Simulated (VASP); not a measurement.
A run of VASP 6.6.1 is set up as follows.

Contents of INCAR:

```
ALGO     = Normal         # electronic algorithm
EDIFF    = 1E-6           # SCF threshold, eV
ENCUT    = 520            # plane-wave cutoff, eV
GGA      = CA             # functional
ISIF     = 2              # what is computed and relaxed
ISMEAR   = 1              # smearing method
LASPH    = True           # aspherical terms in the spheres
LCHARG   = True           # write CHGCAR
LELF     = True           # ELF
LREAL    = False          # projectors in reciprocal space
LVHAR    = True         
LWAVE    = False          # write WAVECAR
NBANDS   = 18             # bands
NELM     = 100            # most SCF steps
PREC     = Accurate       # precision mode
SIGMA    = 0.1            # smearing width, eV
```

The input KPOINTS:

```
k-points
0
Gamma
  7 7 4
```

The input POSCAR:

```
Y
1.0
    3.1620581067      0.0000000000      0.0000000000
   -1.5810290534      2.7384226487      0.0000000000
    0.0000000000      0.0000000000      5.1941621224
Y
2
Direct
    0.3333333333      0.6666666667      0.2500000000
    0.6666666667      0.3333333333      0.7500000000
```

Potentials or basis: VASP PAW LDA potentials, release 64 (Y_sv).

The run is started by

```bash
$ cat potpaw_LDA.64/Y_sv/POTCAR > POTCAR
$ mpirun -np 1 vasp_std > vasp.out
```

Q: Estimate the pressure.

A: 19.6 GPa.

Q: Predict the band gap on the k mesh.

A: Zero (band 11 reaches 6.88 eV, above the bottom of band 12 at 4.58 eV).

Stress tensor (GPa, compression positive):
```
19.70  0.00  0.00
 0.00 19.70  0.00
 0.00  0.00 19.52
```
